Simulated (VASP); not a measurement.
# BN (P6_3/mmc) in VASP: further runs

The runs below take BN through single point, with r2SCAN.

Program: VASP 6.6.1. These are calculated values, not measurements. Logs are shortened: lines on timing, memory, paths and dates and some standing lists are left out, and cuts for length are marked.

### Step 1. The cell of the first run

Symmetry: P6_3/mmc, No. 194, hexagonal system. The conventional cell has a = 2.462 Å, b = 2.462 Å, c = 5.277 Å, α = 90.00°, β = 90.00°, γ = 120.00°. B (site symmetry -6m2) has 3 N at 1.42 Å within 1.9 Å. Within 1.9 Å of N (site symmetry -6m2) lie 3 B at 1.42 Å.

### Step 2. Single point, r2SCAN

POSCAR reads:

```
BN
1.0
    2.4622113775      0.0000000000      0.0000000000
   -1.2311056887      2.1323376024      0.0000000000
    0.0000000000      0.0000000000      5.2767837078
B N
2 2
Direct
    0.3333333333      0.6666666667      0.2500000000
    0.6666666667      0.3333333333      0.7500000000
    0.3333333333      0.6666666667      0.7500000000
    0.6666666667      0.3333333333      0.2500000000
```

INCAR.step1 reads:

```
ALGO = Normal
EDIFF = 1E-4
ENCUT = 520
GGA = PE
ISMEAR = 0
LASPH = T
LCHARG = F
LREAL = F
LWAVE = T
NBANDS = 16
NELM = 100
PREC = Accurate
SIGMA = 0.02
```

INCAR.step2 reads:

```
ALGO = Normal
EDIFF = 1E-6
ENCUT = 520
ISIF = 2
ISMEAR = 0
ISTART = 1
LASPH = T
LCHARG = F
LMIXTAU = T
LREAL = F
LWAVE = F
METAGGA = R2SCAN
NBANDS = 16
NELM = 100
PREC = Accurate
SIGMA = 0.02
```

KPOINTS reads:

```
k-points
0
Gamma
  12 12 4
```

Potentials or basis: VASP PAW PBE potentials, release 64 (B, N).

On the command line:

```sh
> cat potpaw_PBE.64/B/POTCAR potpaw_PBE.64/N/POTCAR > POTCAR
> cp INCAR.step1 INCAR
> mpirun -np 1 vasp_std > vasp.out
> cp INCAR.step2 INCAR
> mpirun -np 1 vasp_std > vasp.out
```

OUTCAR:

```text
EDIFF = 1E-6
   ENCUT = 520
   ISIF = 2
   ISMEAR = 0
   ISTART = 1
   LASPH = T
   LREAL = F
   METAGGA = R2SCAN
   NELM = 100
   PREC = Accurate

 ion  position               nearest neighbor table
   1  0.333  0.667  0.250-   4 1.42   4 1.42   4 1.42
   2  0.667  0.333  0.750-   3 1.42   3 1.42   3 1.42
   3  0.333  0.667  0.750-   2 1.42   2 1.42   2 1.42
   4  0.667  0.333  0.250-   1 1.42   1 1.42   1 1.42

  LATTYP: Found a hexagonal cell.
 ALAT       =     2.4622113775
 C/A-ratio  =     2.1431075155

  Lattice vectors:

 A1 = (   2.4622113775,   0.0000000000,   0.0000000000)
 A2 = (  -1.2311056887,   2.1323376024,   0.0000000000)
 A3 = (   0.0000000000,   0.0000000000,   5.2767837078)

Analysis of symmetry for initial positions (statically):
=====================================================================
 Subroutine PRICEL returns:
 Original cell was already a primitive cell.

 Routine SETGRP: Setting up the symmetry group for a
 hexagonal supercell.

 Subroutine GETGRP returns: Found 24 space group operations
 (whereof 12 operations were pure point group operations)
 out of a pool of 24 trial point group operations.

The static configuration has the point symmetry D_3d.
 The point group associated with its full space group is D_6h.

Analysis of symmetry for dynamics (positions and initial velocities):
=====================================================================
 Subroutine PRICEL returns:
 Original cell was already a primitive cell.

 Routine SETGRP: Setting up the symmetry group for a
 hexagonal supercell.

 Subroutine GETGRP returns: Found 24 space group operations
 (whereof 12 operations were pure point group operations)
 out of a pool of 24 trial point group operations.

The dynamic configuration has the point symmetry D_3d.
 The point group associated with its full space group is D_6h.

 Subroutine INISYM returns: Found 24 space group operations
 (whereof 12 operations are pure point group operations),
 and found     1 'primitive' translations

----------------------------------------------------------------------------------------

                                     Primitive cell

  volume of cell :      27.7045

  direct lattice vectors                    reciprocal lattice vectors
     2.462211378  0.000000000  0.000000000     0.406138973  0.234484445  0.000000000
    -1.231105689  2.132337602  0.000000000     0.000000000  0.468968891  0.000000000
     0.000000000  0.000000000  5.276783708     0.000000000  0.000000000  0.189509378

  length of vectors
     2.462211378  2.462211377  5.276783708     0.468968891  0.468968891  0.189509378

  position of ions in fractional coordinates (direct lattice)
     0.333333333  0.666666667  0.250000000
     0.666666667  0.333333333  0.750000000
     0.333333333  0.666666667  0.750000000
     0.666666667  0.333333333  0.250000000

  ion indices of the primitive-cell ions
   primitive index   ion index
                 1           1
                 2           2
                 3           3
                 4           4

----------------------------------------------------------------------------------------

 KPOINTS: k-points

Automatic generation of k-mesh.
 Grid dimensions read from file:
 generate k-points for:   12   12    4

 Generating k-lattice:

  Cartesian coordinates                     Fractional coordinates (reciprocal lattice)
     0.033844914  0.019540370  0.000000000     0.083333333 -0.000000000  0.000000000
     0.000000000  0.039080741  0.000000000     0.000000000  0.083333333  0.000000000
     0.000000000  0.000000000  0.047377345     0.000000000  0.000000000  0.250000000

  Length of vectors
     0.039080741  0.039080741  0.047377345

  Shift w.r.t. Gamma in fractional coordinates (k-lattice)
     0.000000000  0.000000000  0.000000000

 Subroutine IBZKPT returns following result:
 ===========================================

 Found     57 irreducible k-points:

 Following reciprocal coordinates:
            Coordinates               Weight
  0.000000  0.000000  0.000000      1.000000
  0.083333  0.000000  0.000000      6.000000
  0.166667  0.000000  0.000000      6.000000
  0.250000  0.000000  0.000000      6.000000
  0.333333  0.000000  0.000000      6.000000
  0.416667 -0.000000  0.000000      6.000000
[... 16 lines left out ...]
  0.250000  0.000000  0.250000     12.000000
  0.333333  0.000000  0.250000     12.000000
 [... further k-points ...]
   k-points           NKPTS =     57   k-points in BZ     NKDIM =     57   number of bands    NBANDS=     16
   number of dos      NEDOS =    301   number of ions     NIONS =      4
   total plane-waves  NPLWV =  12960
   dimension x,y,z NGX =    18 NGY =   18 NGZ =   40
   dimension x,y,z NGXF=    36 NGYF=   36 NGZF=   80
   ions per type =               2   2
   NGX,Y,Z   is equivalent  to a cutoff of  12.15, 12.15, 12.60 a.u.
   NGXF,Y,Z  is equivalent  to a cutoff of  24.31, 24.31, 25.20 a.u.
 SYSTEM =  unknown system
   PREC   = accura    normal or accurate (medium, high low for compatibility)
   ISTART =      1    job   : 0-new  1-cont  2-samecut
   ICHARG =      0    charge: 1-file 2-atom 10-const
   ISPIN  =      1    spin polarized calculation?
   LNONCOLLINEAR =      F non collinear calculations
   LSORBIT =      F    spin-orbit coupling
   LASPH  =      T    aspherical Exc in radial PAW
   ENCUT  =  520.0 eV  38.22 Ry    6.18 a.u.   4.58  4.58  9.81*2*pi/ulx,y,z
   NELM   =    100;   NELMIN=  2; NELMDL=  0     # of ELM steps
   EDIFF  = 0.1E-05   stopping-criterion for ELM
   LREAL  =      F    real-space projection
   EDIFFG = 0.1E-04   stopping-criterion for IOM
   NSW    =      0    number of steps for IOM
   IBRION =     -1    ionic relax: 0-MD 1-quasi-New 2-CG
   NFREE  =      0    steps in history (QN), initial steepest desc. (CG)
   ISIF   =      2    stress and relaxation
   ISYM   =      2    0-nonsym 1-usesym 2-fastsym
   POTIM  = 0.5000    time-step for ionic-motion
   TEBEG  =    0.0;   TEEND  =   0.0 temperature during run
   PSTRESS=    0.0 pullay stress
   NELECT =      16.0000    total number of electrons
   NUPDOWN=      -1.0000    fix difference up-down
   EMIN   =  10.00;   EMAX   =-10.00  energy-range for DOS
   EFERMI =   0.00;   METHOD = LEGACY
   ISMEAR =     0;   SIGMA  =   0.02  broadening in eV -4-tet -1-fermi 0-gaus
   EFERMI_NEDOS =   21; number of points for ismear=-14 and -15
   IALGO  =     38    algorithm
   IMIX   =      4    mixing-type and parameters
     AMIX     =   0.40;   BMIX     =  1.00
     AMIX_MAG =   1.60;   BMIX_MAG =  1.00
  volume/ion in A,a.u.               =       6.93        46.74
  Fermi-wavevector in a.u.,A,eV,Ry     =   1.363320  2.576302 25.288370  1.858643
  Thomas-Fermi vector in A             =   2.489734
   LORBIT       =      0    0 simple, 1 ext, 2 COOP (PROOUT), +10 PAW based schemes
   METAGGA = R2SCAN    functional components
   LHFCALC =     F    Hartree Fock is set to
   AEXX    =    0.0000 exact exchange contribution
   IVDW    =     0    specifies the selected vdW correction
   LEPSILON=     F    determine dielectric tensor
   LRPA    =     F    only Hartree local field effects (RPA)
 non-spin polarized calculation
 Gauss-broadening in eV      SIGMA  =   0.02
  energy-cutoff  :      520.00
  volume of cell :       27.70
 maximum number of plane-waves:       764
   NGX =  9   NGY =  9   NGZ = 19

 number of electron      15.9999998 magnetization

 Free energy of the ion-electron system (eV)
  ---------------------------------------------------
  ext. energy  EPLUGINS =         0.00000000
  ---------------------------------------------------
  free energy    TOTEN  =       -38.10468761 eV

  energy without entropy =      -38.10468761  energy(sigma->0) =      -38.10468761

 E-fermi :   4.9332     XC(G=0): -12.4091

 val. band max:        4.7459108856   @ k =   0.2500   0.2500   0.0000
 cond. band min:       9.3330364908   @ k =   0.5000   0.0000   0.2500
 fundamental gap:      4.5871256053
 Fermi energy:         4.9331895660

 k-point     1 :       0.0000    0.0000    0.0000
  band No.  band energies     occupation
      1     -15.2474      2.00000
      2     -13.9042      2.00000
      3      -3.6075      2.00000
      4       2.1051      2.00000
      5       3.0044      2.00000
      6       3.0044      2.00000
[... 8 lines left out ...]
     15      18.9347      0.00000
     16      19.1430      0.00000

 k-point     2 :       0.0833    0.0000    0.0000
  band No.  band energies     occupation
      1     -15.0949      2.00000
      2     -13.7682      2.00000
      3      -3.4039      2.00000
      4       2.2661      2.00000
      5       2.3840      2.00000
      6       2.6994      2.00000
[... 8 lines left out ...]
     15      18.5374      0.00000
     16      19.3946      0.00000

 k-point     3 :       0.1667    0.0000    0.0000
  band No.  band energies     occupation
      1     -14.6445      2.00000
      2     -13.3695      2.00000
      3      -2.7994      2.00000
      4       0.8136      2.00000
      5       1.2078      2.00000
      6       1.9888      2.00000
[... 8 lines left out ...]
     15      19.8777      0.00000
     16      20.5113      0.00000

 k-point     4 :       0.2500    0.0000    0.0000
  band No.  band energies     occupation
      1     -13.9217      2.00000
      2     -12.7425      2.00000
      3      -1.8177      2.00000
      4      -1.1737      2.00000
      5      -0.6873      2.00000
      6       1.1667      2.00000
[... 8 lines left out ...]
     15      21.8571      0.00000
     16      22.3832      0.00000

 k-point     5 :       0.3333    0.0000    0.0000
  band No.  band energies     occupation
      1     -12.9895      2.00000
      2     -11.9768      2.00000
      3      -3.1286      2.00000
      4      -2.5916      2.00000
      5      -0.5195      2.00000
      6       0.4656      2.00000
[... 8 lines left out ...]
     15      22.9071      0.00000
     16      24.7603      0.00000

 k-point     6 :       0.4167   -0.0000    0.0000
  band No.  band energies     occupation
      1     -12.0104      2.00000
      2     -11.3028      2.00000
      3      -4.6242      2.00000
      4      -4.1637      2.00000
      5       0.0078      2.00000
      6       0.4374      2.00000
[... 8 lines left out ...]
     15      22.0338      0.00000
     16      26.4767      0.00000
[... 267 lines left out ...]
 k-point    21 :       0.0833    0.0000    0.2500
  band No.  band energies     occupation
      1     -14.9333      2.00000
      2     -14.0047      2.00000
      3      -2.7176      2.00000
      4       1.1481      2.00000
      5       2.4337      2.00000
      6       2.6736      2.00000
[... 8 lines left out ...]
     15      18.5888      0.00000
     16      19.2776      0.00000

 k-point    22 :       0.1667    0.0000    0.2500
  band No.  band energies     occupation
      1     -14.4880      2.00000
      2     -13.5948      2.00000
      3      -2.1405      2.00000
      4       0.8880      2.00000
      5       1.0231      2.00000
      6       1.8065      2.00000
[... 8 lines left out ...]
     15      19.7784      0.00000
     16      20.2822      0.00000

 k-point    23 :       0.2500    0.0000    0.2500
  band No.  band energies     occupation
      1     -13.7747      2.00000
      2     -12.9472      2.00000
      3      -1.4495      2.00000
      4      -0.8252      2.00000
      5      -0.7981      2.00000
      6       1.2219      2.00000
[... 8 lines left out ...]
     15      21.9170      0.00000
     16      22.2857      0.00000

 k-point    24 :       0.3333    0.0000    0.2500
  band No.  band energies     occupation
      1     -12.8596      2.00000
      2     -12.1470      2.00000
      3      -3.1065      2.00000
      4      -2.7093      2.00000
      5       0.1386      2.00000
      6       0.5243      2.00000
[... 8 lines left out ...]
     15      24.2985      0.00000
     16      24.7854      0.00000

 [... further k-points ...]
[... 5 lines left out ...]
  --------------------------------------------------------------------------------------
  -------------------------------------------------------------------------------------
  Total        4.4942939      4.4942939      4.2628283      0.0000000     -0.0000000      0.0000000
  in kB      259.9090852    259.9090852    246.5232164      0.0000000     -0.0000000      0.0000000
  external PRESSURE =     255.4471290 kB  Pullay stress =       0.0000000 kB

 VOLUME and BASIS-vectors are now :
 -----------------------------------------------------------------------------
  energy-cutoff  :      520.00
  volume of cell :       27.70
      direct lattice vectors                 reciprocal lattice vectors
     2.462211378  0.000000000  0.000000000     0.406138973  0.234484445  0.000000000
    -1.231105689  2.132337602  0.000000000     0.000000000  0.468968891  0.000000000
     0.000000000  0.000000000  5.276783708     0.000000000  0.000000000  0.189509378

 POSITION                                       TOTAL-FORCE (eV/Angst)
 -----------------------------------------------------------------------------------
     -0.00000      1.42156      1.31920        -0.000000      0.000000      0.000000
      1.23111      0.71078      3.95759         0.000000     -0.000000      0.000000
     -0.00000      1.42156      3.95759         0.000000     -0.000000      0.000000
      1.23111      0.71078      1.31920        -0.000000      0.000000      0.000000
 -----------------------------------------------------------------------------------
    total drift:                               -0.000000      0.000000     -0.000000

  FREE ENERGIE OF THE ION-ELECTRON SYSTEM (eV)
  ---------------------------------------------------
  free  energy   TOTEN  =       -38.1046876130 eV

  energy  without entropy=      -38.1046876130  energy(sigma->0) =      -38.10468761
```

Wall time 45 s (1 thread of Intel Xeon 6975P-C (Granite Rapids), shared host); peak memory 0.14 GiB.

What came out:

```yaml
Free_energy: -38.1047 eV
Pressure: 25.5 GPa
Band_gap_on_the_k_mesh: 4.59 eV, indirect (least direct gap 5.08 eV)
```

Levels at points of the mesh, in eV from the valence-band top:
```tsv
k point	band 5	band 6	band 7	band 8	band 9	band 10	band 11	band 12
(0.00, 0.00, 0.00)	-1.74	-1.74	-1.46	-1.46	8.05	12.06	12.06	12.71
(0.50, 0.00, 0.00)	-4.90	-4.46	-2.99	-0.39	4.82	7.94	10.32	11.02
(0.00, 0.00, 0.50)	-1.60	-1.60	-1.60	-1.60	11.73	11.73	12.37	12.37
(0.50, 0.00, 0.50)	-4.68	-4.68	-1.31	-1.31	5.20	5.20	10.96	10.96
```

Caveat: the PAW data sets were made with another functional, which shifts forces and pressure a little. A k mesh can miss the band edges.

### Step 3. Single point, r2SCAN

This run uses another cell than the first one, of 5.51 Å³/atom, 0.795 times its volume.

POSCAR reads:

```
BN
1.0
    2.4066629663      0.0000000000      0.0000000000
   -1.2033314832      2.0842312672      0.0000000000
    0.0000000000      0.0000000000      4.3928081654
B N
2 2
Direct
    0.3333333333      0.6666666667      0.2500000000
    0.6666666667      0.3333333333      0.7500000000
    0.3333333333      0.6666666667      0.7500000000
    0.6666666667      0.3333333333      0.2500000000
```

INCAR.step1 reads:

```
PREC = Accurate ; ENCUT = 520
ISMEAR = 0 ; SIGMA = 0.02
LREAL = False ; LASPH = True
NELM = 60 ; NBANDS = 16
GGA = PE ; ALGO = Normal
EDIFF = 1E-4 ; LWAVE = True
LCHARG = False
```

INCAR.step2 reads:

```
PREC = Accurate ; ENCUT = 520
EDIFF = 1E-6 ; ISMEAR = 0
SIGMA = 0.02 ; LREAL = False
LASPH = True ; NELM = 60
ALGO = Normal ; ISIF = 2
LWAVE = False ; LCHARG = False
METAGGA = R2SCAN ; LMIXTAU = True
NBANDS = 16 ; ISTART = 1
```

KPOINTS reads:

```
regular mesh
0
Gamma
  12 12 6
```

Potentials or basis: VASP PAW PBE potentials, release 64 (B, N).

On the command line:

```sh
> cat potpaw_PBE.64/B/POTCAR potpaw_PBE.64/N/POTCAR > POTCAR
> cp INCAR.step1 INCAR
> mpirun -np 1 vasp_std > vasp.out
> cp INCAR.step2 INCAR
> mpirun -np 1 vasp_std > vasp.out
```

Run time: 46 s. Hardware: 1 thread of Intel Xeon 6975P-C (Granite Rapids), shared host; peak memory 0.14 GiB.

The run converged. Its results:

```yaml
Free_energy: -36.2604 eV
Pressure: 90.8 GPa
Band_gap_on_the_k_mesh: 4.29 eV, indirect (least direct gap 5.58 eV)
```

Stress tensor (GPa, compression positive):
```
91.32  0.00  0.00
 0.00 91.32  0.00
 0.00  0.00 89.89
```

Levels at points of the mesh, in eV from the valence-band top:
| k point | band 6 | band 7 | band 8 | band 9 | band 10 | band 11 |
| --- | --- | --- | --- | --- | --- | --- |
| (0.00, 0.00, 0.00) | -2.13 | -2.13 | -0.86 | 10.89 | 10.89 | 11.30 |
| (0.50, 0.00, 0.00) | -5.80 | -5.24 | -1.99 | 5.95 | 8.92 | 10.21 |
| (0.00, 0.00, 0.50) | -2.65 | -2.65 | -2.65 | 11.66 | 11.66 | 11.66 |
| (0.50, 0.00, 0.50) | -5.98 | -2.13 | -2.13 | 4.91 | 4.91 | 10.56 |

Caveat: the PAW data sets were made with another functional, which shifts forces and pressure a little. r2SCAN opens gaps a little over a GGA but as a rule still falls short of measured ones.
